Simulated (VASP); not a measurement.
Wanted: the native input for a VASP 6.6.1 run.

| Item | Value |
| --- | --- |
| Task | electric field gradients |
| Functional | LDA |
| Potentials or basis | VASP PAW LDA potentials, release 64 (Ga_d) |
| Cutoff | 400 eV |
| k mesh | 11 × 11 × 9 |
| Occupations | fermi-dirac, width 0.05 eV |
| Spin | no spin polarisation |
| Dipole correction | no |
| Further INCAR settings | ALGO = Normal; EDIFF = 1e-08; NBANDS = 20 |

The structure of Ga lies in POSCAR:

```
Ga
1.0
    1.3830000000     -4.0265000000      0.0000000000
    1.3830000000      4.0265000000      0.0000000000
   -0.1174474948      0.0000000000      3.3299294416
Ga
2
Direct
    0.8690000000      0.1310000000      0.2500000000
    0.1310000000      0.8690000000      0.7500000000
```

One way to write it, as run:

INCAR

```
SYSTEM = Ga
PREC = Accurate ; ENCUT = 400
EDIFF = 1E-8 ; ISMEAR = -1
SIGMA = 0.05 ; LREAL = .FALSE.
LASPH = .TRUE. ; NELM = 120
ALGO = Normal ; ISIF = 2
LWAVE = .FALSE. ; LCHARG = .FALSE.
GGA = CA ; LEFG = .TRUE.
NBANDS = 20 ; GGA_COMPAT = .FALSE.
```

KPOINTS

```
regular mesh
0
G
  11 11 9
  0 0 0
```

Potentials or basis: VASP PAW LDA potentials, release 64 (Ga_d).

The run is started by

```console
$ cat potpaw_LDA.64/Ga_d/POTCAR > POTCAR
$ mpirun -np 1 vasp_std > vasp.out
```

It gave:

```yaml
Pressure: -4.1 GPa
Largest_force: 0.208 eV/Å
Band_gap_on_the_k_mesh: zero (bands 13 and 14 overlap by 7.85 eV)
Largest_electric_field_gradient_by_atom: Ga +25.8 V/Å²
```

Caveat: the cell stands under tension; without QUAD_EFG the Cq values of the log hold for a quadrupole moment of 1 mb, not for the nuclei.

Run time: 3.3 min on 1 thread of Intel Xeon 8259CL, on a shared host, peak memory 0.22 GiB.
